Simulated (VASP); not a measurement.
# CdF2 (Fm-3m) in VASP: notebook

The runs below take CdF2 through single point, with r2SCAN, HSE06, PBE-based global hybrid with 75 % exact exchange, PBE-based screened hybrid with 100 % exact exchange, HF.

Program: VASP 6.6.1. These are calculated values, not measurements. Logs are shortened: lines on timing, memory, paths and dates and some standing lists are left out, and cuts for length are marked.

**1. The cell of the first run**

Symmetry: Fm-3m, No. 225, cubic system. Conventional cell: a = 5.365 Å, b = 5.365 Å, c = 5.365 Å, α = 90.00°, β = 90.00°, γ = 90.00°. Cd (site symmetry m-3m) has 8 F at 2.32 Å within 3.1 Å. F (site symmetry -43m) has 4 Cd at 2.32 Å and 6 F at 2.68 Å within 3.1 Å.

**2. Single point, r2SCAN**

Input file POSCAR:

```
CdF2
1.0
    0.0000000000      2.6825809941      2.6825809941
    2.6825809941      0.0000000000      2.6825809941
    2.6825809941      2.6825809941      0.0000000000
Cd F
1 2
Direct
    0.0000000000      0.0000000000      0.0000000000
    0.2500000000      0.2500000000      0.2500000000
    0.7500000000      0.7500000000      0.7500000000
```

Input file INCAR.step1:

```
SYSTEM = CdF2
PREC = Accurate ; ENCUT = 520
ISMEAR = 0 ; SIGMA = 0.01
LREAL = .FALSE. ; LASPH = .TRUE.
NELM = 80 ; NBANDS = 20
GGA = PE ; ALGO = Normal
EDIFF = 1E-4 ; LWAVE = .TRUE.
LCHARG = .FALSE.
```

Input file INCAR.step2:

```
SYSTEM = CdF2
PREC = Accurate ; ENCUT = 520
EDIFF = 1E-7 ; ISMEAR = 0
SIGMA = 0.01 ; LREAL = .FALSE.
LASPH = .TRUE. ; NELM = 80
ALGO = Normal ; ISIF = 2
LWAVE = .FALSE. ; LCHARG = .FALSE.
METAGGA = R2SCAN ; LMIXTAU = .TRUE.
NBANDS = 20 ; ISTART = 1
```

Input file KPOINTS:

```
Automatic mesh
0
G
  6 6 6
  0 0 0
```

Potentials or basis: VASP PAW PBE potentials, release 64 (Cd, F).

Command:

```bash
$ cat potpaw_PBE.64/Cd/POTCAR potpaw_PBE.64/F/POTCAR > POTCAR
$ cp INCAR.step1 INCAR
$ mpirun -np 1 vasp_std > vasp.out
$ cp INCAR.step2 INCAR
$ mpirun -np 1 vasp_std > vasp.out
```

OUTCAR:

```text
SYSTEM = CdF2
   PREC = Accurate
   ENCUT = 520
   EDIFF = 1E-7
   ISMEAR = 0
   LREAL = .FALSE.
   LASPH = .TRUE.
   NELM = 80
   ISIF = 2
   METAGGA = R2SCAN
   ISTART = 1

 ion  position               nearest neighbor table
   1  0.000  0.000  0.000-   3 2.32   3 2.32   2 2.32   2 2.32   3 2.32   2 2.32   3 2.32   2 2.32

   2  0.250  0.250  0.250-   1 2.32   1 2.32   1 2.32   1 2.32
   3  0.750  0.750  0.750-   1 2.32   1 2.32   1 2.32   1 2.32

  LATTYP: Found a face centered cubic cell.
 ALAT       =     5.3651619882

  Lattice vectors:

 A1 = (   0.0000000000,   2.6825809941,   2.6825809941)
 A2 = (   2.6825809941,   0.0000000000,   2.6825809941)
 A3 = (   2.6825809941,   2.6825809941,   0.0000000000)

Analysis of symmetry for initial positions (statically):
=====================================================================
 Subroutine PRICEL returns:
 Original cell was already a primitive cell.

 Routine SETGRP: Setting up the symmetry group for a
 face centered cubic supercell.

 Subroutine GETGRP returns: Found 48 space group operations
 (whereof 48 operations were pure point group operations)
 out of a pool of 48 trial point group operations.

The static configuration has the point symmetry O_h .

Analysis of symmetry for dynamics (positions and initial velocities):
=====================================================================
 Subroutine PRICEL returns:
 Original cell was already a primitive cell.

 Routine SETGRP: Setting up the symmetry group for a
 face centered cubic supercell.

 Subroutine GETGRP returns: Found 48 space group operations
 (whereof 48 operations were pure point group operations)
 out of a pool of 48 trial point group operations.

The dynamic configuration has the point symmetry O_h .

 Subroutine INISYM returns: Found 48 space group operations
 (whereof 48 operations are pure point group operations),
 and found     1 'primitive' translations

----------------------------------------------------------------------------------------

                                     Primitive cell

  volume of cell :      38.6090

  direct lattice vectors                    reciprocal lattice vectors
     0.000000000  2.682580994  2.682580994    -0.186387662  0.186387662  0.186387662
     2.682580994  0.000000000  2.682580994     0.186387662 -0.186387662  0.186387662
     2.682580994  2.682580994  0.000000000     0.186387662  0.186387662 -0.186387662

  length of vectors
     3.793742424  3.793742424  3.793742424     0.322832901  0.322832901  0.322832901

  position of ions in fractional coordinates (direct lattice)
     0.000000000  0.000000000  0.000000000
     0.250000000  0.250000000  0.250000000
     0.750000000  0.750000000  0.750000000

  ion indices of the primitive-cell ions
   primitive index   ion index
                 1           1
                 2           2
                 3           3

----------------------------------------------------------------------------------------

 KPOINTS: Automatic mesh

Automatic generation of k-mesh.
 Grid dimensions read from file:
 generate k-points for:    6    6    6

 Generating k-lattice:

  Cartesian coordinates                     Fractional coordinates (reciprocal lattice)
    -0.031064610  0.031064610  0.031064610     0.166666667  0.000000000  0.000000000
     0.031064610 -0.031064610  0.031064610     0.000000000  0.166666667  0.000000000
     0.031064610  0.031064610 -0.031064610     0.000000000  0.000000000  0.166666667

  Length of vectors
     0.053805483  0.053805483  0.053805483

  Shift w.r.t. Gamma in fractional coordinates (k-lattice)
     0.000000000  0.000000000  0.000000000

 Subroutine IBZKPT returns following result:
 ===========================================

 Found     16 irreducible k-points:

 Following reciprocal coordinates:
            Coordinates               Weight
  0.000000  0.000000  0.000000      1.000000
  0.166667  0.000000  0.000000      8.000000
  0.333333  0.000000  0.000000      8.000000
  0.500000  0.000000  0.000000      4.000000
  0.166667  0.166667  0.000000      6.000000
  0.333333  0.166667  0.000000     24.000000
[... 8 lines left out ...]
 -0.333333  0.333333  0.166667     24.000000
 -0.333333  0.500000  0.166667     12.000000
   k-points           NKPTS =     16   k-points in BZ     NKDIM =     16   number of bands    NBANDS=     20
   number of dos      NEDOS =    301   number of ions     NIONS =      3
   total plane-waves  NPLWV =  21952
   dimension x,y,z NGX =    28 NGY =   28 NGZ =   28
   dimension x,y,z NGXF=    56 NGYF=   56 NGZF=   56
   ions per type =               1   2
   NGX,Y,Z   is equivalent  to a cutoff of  12.27, 12.27, 12.27 a.u.
   NGXF,Y,Z  is equivalent  to a cutoff of  24.54, 24.54, 24.54 a.u.
 SYSTEM =  CdF2
   PREC   = accura    normal or accurate (medium, high low for compatibility)
   ISTART =      1    job   : 0-new  1-cont  2-samecut
   ICHARG =      0    charge: 1-file 2-atom 10-const
   ISPIN  =      1    spin polarized calculation?
   LNONCOLLINEAR =      F non collinear calculations
   LSORBIT =      F    spin-orbit coupling
   LASPH  =      T    aspherical Exc in radial PAW
   ENCUT  =  520.0 eV  38.22 Ry    6.18 a.u.   7.05  7.05  7.05*2*pi/ulx,y,z
   NELM   =     80;   NELMIN=  2; NELMDL=  0     # of ELM steps
   EDIFF  = 0.1E-06   stopping-criterion for ELM
   LREAL  =      F    real-space projection
   EDIFFG = 0.1E-05   stopping-criterion for IOM
   NSW    =      0    number of steps for IOM
   IBRION =     -1    ionic relax: 0-MD 1-quasi-New 2-CG
   NFREE  =      0    steps in history (QN), initial steepest desc. (CG)
   ISIF   =      2    stress and relaxation
   ISYM   =      2    0-nonsym 1-usesym 2-fastsym
   POTIM  = 0.5000    time-step for ionic-motion
   TEBEG  =    0.0;   TEEND  =   0.0 temperature during run
   PSTRESS=    0.0 pullay stress
   NELECT =      26.0000    total number of electrons
   NUPDOWN=      -1.0000    fix difference up-down
   EMIN   =  10.00;   EMAX   =-10.00  energy-range for DOS
   EFERMI =   0.00;   METHOD = LEGACY
   ISMEAR =     0;   SIGMA  =   0.01  broadening in eV -4-tet -1-fermi 0-gaus
   EFERMI_NEDOS =   21; number of points for ismear=-14 and -15
   IALGO  =     38    algorithm
   IMIX   =      4    mixing-type and parameters
     AMIX     =   0.40;   BMIX     =  1.00
     AMIX_MAG =   1.60;   BMIX_MAG =  1.00
  volume/ion in A,a.u.               =      12.87        86.85
  Fermi-wavevector in a.u.,A,eV,Ry     =   1.434949  2.711660 28.015462  2.059078
  Thomas-Fermi vector in A             =   2.554301
   LORBIT       =      0    0 simple, 1 ext, 2 COOP (PROOUT), +10 PAW based schemes
   METAGGA = R2SCAN    functional components
   LHFCALC =     F    Hartree Fock is set to
   AEXX    =    0.0000 exact exchange contribution
   IVDW    =     0    specifies the selected vdW correction
   LEPSILON=     F    determine dielectric tensor
   LRPA    =     F    only Hartree local field effects (RPA)
 non-spin polarized calculation
 Gauss-broadening in eV      SIGMA  =   0.01
  energy-cutoff  :      520.00
  volume of cell :       38.61
 maximum number of plane-waves:      1056
   NGX = 15   NGY = 15   NGZ = 15

 number of electron      25.9999999 magnetization

 Free energy of the ion-electron system (eV)
  ---------------------------------------------------
  ext. energy  EPLUGINS =         0.00000000
  ---------------------------------------------------
  free energy    TOTEN  =       -33.71270132 eV

  energy without entropy =      -33.71270132  energy(sigma->0) =      -33.71270132

 E-fermi :  -1.6791     XC(G=0): -11.1227

 val. band max:       -1.7918291776   @ k =  -0.3333   0.5000   0.1667
 cond. band min:       2.0255560187   @ k =   0.0000   0.0000   0.0000
 fundamental gap:      3.8173851963
 Fermi energy:        -1.6790556134

 k-point     1 :       0.0000    0.0000    0.0000
  band No.  band energies     occupation
      1     -23.7828      2.00000
      2     -22.6824      2.00000
      3      -7.4421      2.00000
      4      -7.4421      2.00000
      5      -7.4421      2.00000
      6      -6.1441      2.00000
[... 12 lines left out ...]
     19      19.1887      0.00000
     20      19.1887      0.00000

 k-point     2 :       0.1667    0.0000    0.0000
  band No.  band energies     occupation
      1     -23.6978      2.00000
      2     -22.7589      2.00000
      3      -7.3367      2.00000
      4      -7.3367      2.00000
      5      -7.1391      2.00000
      6      -6.1744      2.00000
[... 12 lines left out ...]
     19      18.5379      0.00000
     20      18.5379      0.00000

 k-point     3 :       0.3333    0.0000    0.0000
  band No.  band energies     occupation
      1     -23.4818      2.00000
      2     -22.9552      2.00000
      3      -7.1479      2.00000
      4      -7.1478      2.00000
      5      -6.3992      2.00000
      6      -6.1542      2.00000
[... 12 lines left out ...]
     19      17.6633      0.00000
     20      18.4296      0.00000

 k-point     4 :       0.5000    0.0000    0.0000
  band No.  band energies     occupation
      1     -23.2487      2.00000
      2     -23.1765      2.00000
      3      -7.0802      2.00000
      4      -7.0801      2.00000
      5      -6.0730      2.00000
      6      -6.0730      2.00000
[... 12 lines left out ...]
     19      17.2836      0.00000
     20      17.8599      0.00000

 k-point     5 :       0.1667    0.1667    0.0000
  band No.  band energies     occupation
      1     -23.6731      2.00000
      2     -22.7787      2.00000
      3      -7.2814      2.00000
      4      -7.2814      2.00000
      5      -7.0619      2.00000
      6      -6.3066      2.00000
[... 12 lines left out ...]
     19      19.4690      0.00000
     20      19.4783      0.00000

 k-point     6 :       0.3333    0.1667    0.0000
  band No.  band energies     occupation
      1     -23.5133      2.00000
      2     -22.9183      2.00000
      3      -7.0817      2.00000
      4      -7.0814      2.00000
      5      -6.5167      2.00000
      6      -6.4313      2.00000
[... 12 lines left out ...]
     19      19.1118      0.00000
     20      20.8300      0.00000

 k-point     7 :       0.5000    0.1667    0.0000
  band No.  band energies     occupation
      1     -23.2911      2.00000
      2     -23.1219      2.00000
      3      -7.0045      2.00000
      4      -6.9481      2.00000
      5      -6.2548      2.00000
      6      -6.0863      2.00000
[... 12 lines left out ...]
     19      18.1935      0.00000
     20      20.6491      0.00000
[... 93 lines left out ...]
 k-point    12 :      -0.3333    0.3333    0.0000
  band No.  band energies     occupation
      1     -23.2070      2.00000
      2     -23.1869      2.00000
      3      -6.9622      2.00000
      4      -6.6525      2.00000
      5      -6.2897      2.00000
      6      -6.1563      2.00000
[... 12 lines left out ...]
     19      18.5941      0.00000
     20      21.2435      0.00000

 k-point    13 :       0.5000    0.5000    0.0000
  band No.  band energies     occupation
      1     -23.3222      2.00000
      2     -23.0568      2.00000
      3      -7.2146      2.00000
      4      -6.4241      2.00000
      5      -6.4241      2.00000
      6      -6.0294      2.00000
[... 12 lines left out ...]
     19      18.8677      0.00000
     20      20.9083      0.00000

 k-point    14 :       0.5000    0.3333    0.1667
  band No.  band energies     occupation
      1     -23.3664      2.00000
      2     -23.0414      2.00000
      3      -6.9575      2.00000
      4      -6.7999      2.00000
      5      -6.5344      2.00000
      6      -6.1580      2.00000
[... 12 lines left out ...]
     19      18.5724      0.00000
     20      20.9298      0.00000

 k-point    15 :      -0.3333    0.3333    0.1667
  band No.  band energies     occupation
      1     -23.2063      2.00000
      2     -23.1881      2.00000
      3      -6.9022      2.00000
      4      -6.6895      2.00000
      5      -6.3221      2.00000
      6      -6.2321      2.00000
[... 12 lines left out ...]
     19      18.0872      0.00000
     20      21.3346      0.00000

 k-point    16 :      -0.3333    0.5000    0.1667
  band No.  band energies     occupation
      1     -23.2580      2.00000
      2     -23.1248      2.00000
      3      -6.9800      2.00000
      4      -6.4193      2.00000
      5      -6.3569      2.00000
      6      -6.2897      2.00000
[... 12 lines left out ...]
     19      19.4722      0.00000
     20      20.1724      0.00000

------------------------ aborting loop because EDIFF is reached ----------------------------------------

  FORCE on cell =-STRESS in cart. coord.  units (eV):
  Direction    XX          YY          ZZ          XY          YZ          ZX
  --------------------------------------------------------------------------------------
  -------------------------------------------------------------------------------------
  Total        0.6212197      0.6212197      0.6212197      0.0000000     -0.0000000      0.0000000
  in kB       25.7790737     25.7790737     25.7790737      0.0000000     -0.0000000      0.0000000
  external PRESSURE =      25.7790737 kB  Pullay stress =       0.0000000 kB

 VOLUME and BASIS-vectors are now :
 -----------------------------------------------------------------------------
  energy-cutoff  :      520.00
  volume of cell :       38.61
      direct lattice vectors                 reciprocal lattice vectors
     0.000000000  2.682580994  2.682580994    -0.186387662  0.186387662  0.186387662
     2.682580994  0.000000000  2.682580994     0.186387662 -0.186387662  0.186387662
     2.682580994  2.682580994  0.000000000     0.186387662  0.186387662 -0.186387662

 POSITION                                       TOTAL-FORCE (eV/Angst)
 -----------------------------------------------------------------------------------
      0.00000      0.00000      0.00000         0.000000      0.000000      0.000000
      1.34129      1.34129      1.34129        -0.000000     -0.000000     -0.000000
      4.02387      4.02387      4.02387         0.000000      0.000000      0.000000
 -----------------------------------------------------------------------------------
    total drift:                                0.000000      0.000000      0.000000

  FREE ENERGIE OF THE ION-ELECTRON SYSTEM (eV)
  ---------------------------------------------------
  free  energy   TOTEN  =       -33.7127013165 eV

  energy  without entropy=      -33.7127013165  energy(sigma->0) =      -33.71270132
```

It took 30 s on 1 thread of Intel Xeon 6975P-C (Granite Rapids), shared host; peak memory 0.16 GiB.

Results:

```
Free energy            : -33.7127 eV
Pressure               : 2.6 GPa
Band gap on the k mesh : 3.82 eV (least direct gap 4.28 eV)
```

Caveat: the PAW data sets were made with another functional, which shifts forces and pressure a little.

(Part 1 of 2 ends here.)
